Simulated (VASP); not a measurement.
The system is Sc3BP2.

```
Sc B P
1.0
     3.51101    0.00000    0.00000
     0.00000    3.51101    0.00000
     0.00000    0.00000    7.62874
Sc B P
3 1 2
Direct
  0.50000 0.00000 0.62505
  0.00000 0.50000 0.37495
  0.50000 0.50000 0.00000
  0.00000 0.00000 0.00000
  0.50000 0.00000 0.26261
  0.00000 0.50000 0.73739
```

```yaml
Program: VASP 6.6.1
Task: relaxation of cell and atoms
Functional: PBE
Potentials_or_basis: VASP PAW PBE potentials, release 64 (Sc_sv, B, P)
Cutoff: 600 eV
k_mesh: 5 × 5 × 2
Occupations: gaussian, width 0.2 eV
Spin: no spin polarisation
```

At the start: pressure 5.2 GPa; volume 15.67 Å³/atom.

Problem. How do energy, volume and symmetry change on relaxing?

Solution. Over 9 steps the energy falls by 109.1 meV/atom and the volume is 16.33 Å³/atom (+4.2 %); space group P-4m2 (No. 115, to 0.05 Å).

The path:
```tsv
step	energy change (eV)	largest force (eV/Å)	pressure (GPa)	volume (Å³)
1	0.0000	1.1808	5.25	94.04
2	-0.3435	0.9270	-3.66	101.10
3	-0.3437	0.9229	-3.77	101.22
4	-0.5506	0.6074	-1.31	98.47
5	-0.5935	0.3295	1.00	96.29
6	-0.6505	0.0590	1.01	96.90
7	-0.6509	0.0926	1.02	96.95
8	-0.6530	0.0632	-0.82	98.69
9	-0.6546	0.0686	-0.11	98.00
```

Final structure:
```xyz
6
Lattice="3.6490 0.0000 0.0000 0.0000 3.6490 0.0000 0.0000 0.0000 7.3601" Properties=species:S:1:pos:R:3 pbc="T T T"
Sc    1.8245    0.0000    4.8248
Sc    0.0000    1.8245    2.5353
Sc    1.8245    1.8245    0.0000
B     0.0000    0.0000    0.0000
P     1.8245    0.0000    2.1074
P     0.0000    1.8245    5.2527
```

Caveat: the k points lie up to 0.43 Å⁻¹ apart in the final cell; the relaxation stopped at a loose force limit of 0.08 eV/Å, so its end isn't a converged minimum.
